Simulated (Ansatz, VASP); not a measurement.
Two plane-wave programs on InP

Contents of INCAR:

```
  ALGO = Normal
  EDIFF = 1E-6
  ENCUT = 520
  GGA = PS
  ISIF = 2
  ISMEAR = 0
  LASPH = True
  LCHARG = False
  LREAL = False
  LWAVE = False
  NBANDS = 16
  NELM = 60
  PREC = Accurate
  SIGMA = 0.01
```

File KPOINTS:

```
k-points
0
Gamma
  6 6 6
```

Contents of POSCAR:

```
InP
1.0
    0.0000000000      2.9042160729      2.9042160729
    2.9042160729      0.0000000000      2.9042160729
    2.9042160729      2.9042160729      0.0000000000
In P
1 1
Direct
    0.0000000000      0.0000000000      0.0000000000
    0.2500000000      0.2500000000      0.2500000000
```

Input for Ansatz:

```yaml
crystal:
  lattice:
    - [0.0, 2.9042160729246773, 2.9042160729246773]
    - [2.9042160729246773, 0.0, 2.9042160729246773]
    - [2.9042160729246773, 2.9042160729246773, 0.0]
  atoms:
    - { symbol: In, position: [0.0, 0.0, 0.0] }
    - { symbol: P, position: [0.25, 0.25, 0.25] }
basis:
  ecutwfc: 462.593566181796
kpoints:
  mp_grid:
    grid: [6, 6, 6]
hamiltonian:
  xc: pbesol
  pseudopotentials:
    kind: paw
scf:
  occupations:
    method: fixed
output:
  stress: true
```

Alike in both runs: task single point; functional PBEsol; k mesh 6 × 6 × 6; no spin polarisation.

```csv
,VASP,Ansatz
version,VASP 6.6.1,Ansatz 0.2.0
potentials or method,"VASP PAW PBE potentials, release 64 (In_d, P), cutoff 520 eV","plane waves, PAW"
occupations,"gaussian, width 0.01 eV",fixed
valence electrons in the cell,18,18
```

|  | VASP | Ansatz | Ansatz less VASP |
| --- | --- | --- | --- |
| pressure (GPa) | 2.6 | 2.6 | +0.02 |

VASP's potentials were made for PBE, not for PBEsol.
